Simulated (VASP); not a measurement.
A run of VASP 6.6.1 is set up as follows.

The input INCAR:

```
PREC = Accurate ; ENCUT = 520
EDIFF = 1E-7 ; ISMEAR = 0
SIGMA = 0.1 ; LREAL = False
LASPH = True ; NELM = 80
ALGO = Normal ; ISIF = 2
LWAVE = False ; LCHARG = False
GGA = PE ; NBANDS = 21
```

The input KPOINTS:

```
Automatic mesh
0
Gamma
  10 10 10
```

File POSCAR:

```
SrC4
1.0
    2.7940051381     -3.4183629399      0.0000000000
    2.7940051381      3.4183629399      0.0000000000
    0.0000000000      0.0000000000      4.2996075432
Sr C
1 4
Direct
    0.0000000000      0.0000000000      0.0000000000
    0.5957919701      0.4042080299      0.0000000000
    0.4042080299      0.5957919701      0.0000000000
    0.6171895442      0.6171895442      0.5000000000
    0.3828104558      0.3828104558      0.5000000000
```

Potentials or basis: VASP PAW PBE potentials, release 64 (Sr_sv, C).

Run with:

```console
$ cat potpaw_PBE.64/Sr_sv/POTCAR potpaw_PBE.64/C/POTCAR > POTCAR
$ mpirun -np 1 vasp_std > vasp.out
```

Question: What does it give for the band gap on the k mesh?

Answer: Zero (bands 13 and 14 overlap by 0.11 eV).

Question: Estimate the largest force.

Answer: 0.099 eV/Å.

Stress tensor (GPa, compression positive):
```
0.43 0.00 0.00
0.00 0.37 0.00
0.00 0.00 0.10
```

Caveat: the cell differs from its parent crystal (atoms taken out).
